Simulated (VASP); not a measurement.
Wanted: the native input for a VASP 6.6.1 run.

```
Task                   : single point
Functional             : PBE
Dispersion             : D3(BJ)
Potentials or basis    : VASP PAW PBE potentials, release 64 (Ge_d, H, N)
Cutoff                 : 520 eV
k mesh                 : 1 × 1 × 1
Occupations            : gaussian, width 0.03 eV
Spin                   : no spin polarisation
Dipole correction      : no
Further INCAR settings : LREAL = Auto; ALGO = Normal; EDIFF = 1e-06; NBANDS = 268
```

The structure of Ge32H19N lies in POSCAR:

```
Ge32H19N
1.0
    8.0016200000      8.0016200000      0.0000000000
   -8.0016200000      8.0016200000      0.0000000000
    0.0000000000      0.0000000000     20.9129000000
Ge H N
32 19 1
Direct
   -0.3129649982      0.3132847964      0.3426049493
   -0.1878861481     -0.3178325048      0.3428340502
    0.0531949649     -0.0523347837      0.3615409258
    0.3185085195      0.1883721852      0.3427064081
   -0.0310140463     -0.4674388046      0.3827256338
    0.2121226522     -0.2122890456      0.3583377984
    0.4677450128      0.0313006603      0.3825829063
    0.5338138819     -0.5331845700      0.3829867542
   -0.1207933572      0.3859543954      0.3038977158
   -0.1189427508     -0.1268559153      0.3010686168
    0.1277068667      0.1192697651      0.3007580439
    0.3867357943      0.3811359866      0.3033083541
    0.1134716979     -0.3773298607      0.3028527182
    0.3775484692     -0.1136923098      0.3029401509
    0.6141532169      0.1212330609      0.3037388338
    0.6195813309     -0.3864634224      0.3031495793
   -0.0010438047      0.2510284304      0.2350227208
    0.0015817583     -0.2524346839      0.2284923280
    0.2527863792     -0.0019487613      0.2284147967
    0.5001530030      0.2492693063      0.2289066100
    0.2487460076     -0.4991911745      0.2357398039
    0.4993678611     -0.2488200218      0.2357431458
    0.7489781962      0.0011651295      0.2350345849
    0.7508883404     -0.5003695263      0.2289406315
   -0.1250000000      0.1250000000      0.1644630000
   -0.1250000000     -0.3750000000      0.1644630000
    0.1250000000     -0.1250000000      0.1644630000
    0.3750000000      0.1250000000      0.1644630000
    0.1250000000     -0.6250000000      0.1644630000
    0.3750000000     -0.3750000000      0.1644630000
    0.6250000000     -0.1250000000      0.1644630000
    0.6250000000     -0.6250000000      0.1644630000
   -0.0489780000      0.0489780000      0.1195430000
   -0.2010220000      0.2010220000      0.1195430000
   -0.0489780000     -0.4510220000      0.1195430000
   -0.2010220000     -0.2989780000      0.1195430000
    0.2010220000     -0.2010220000      0.1195430000
    0.0489780000     -0.0489780000      0.1195430000
    0.4510220000      0.0489780000      0.1195430000
    0.2989780000      0.2010220000      0.1195430000
    0.2010220000     -0.7010220000      0.1195430000
    0.0489780000     -0.5489780000      0.1195430000
    0.4510220000     -0.4510220000      0.1195430000
    0.2989780000     -0.2989780000      0.1195430000
    0.7010220000     -0.2010220000      0.1195430000
    0.5489780000     -0.0489780000      0.1195430000
    0.7010220000     -0.7010220000      0.1195430000
    0.5489780000     -0.5489780000      0.1195430000
    0.0152315476     -0.0142406639      0.4300398885
    0.3292785696     -0.2244322615      0.4575317038
    0.2359531819     -0.3376345028      0.4538110745
    0.2471580805     -0.2504228062      0.4432330203
```

One way to write it, as run:

INCAR

```
SYSTEM = Ge32H19N
  PREC = Accurate
  ENCUT = 520
  EDIFF = 1E-6
  ISMEAR = 0
  SIGMA = 0.03
  LREAL = Auto
  LASPH = .True.
  NELM = 80
  ALGO = Normal
  ISIF = 2
  LWAVE = .False.
  LCHARG = .True.
  GGA = PE
  IVDW = 12
  LELF = .True.
  LVHAR = .True.
  NBANDS = 268
```

KPOINTS

```
regular mesh
0
Gamma
  1 1 1
  0 0 0
```

Potentials or basis: VASP PAW PBE potentials, release 64 (Ge_d, H, N).

Launch:

```sh
$ cat potpaw_PBE.64/Ge_d/POTCAR potpaw_PBE.64/H/POTCAR potpaw_PBE.64/N/POTCAR > POTCAR
$ mpirun -np 1 vasp_gam > vasp.out
```

Results of the run:

```
Largest force              : 0.622 eV/Å
Dispersion energy per atom : -0.136 eV
```

Caveat: the k points lie up to 0.56 Å⁻¹ apart; there is no dipole correction, which matters where the two faces differ.

Run time: 48 min on 1 thread of Oxide Virtual Turin-like Processor, with other jobs on the host, peak memory 1.9 GiB.
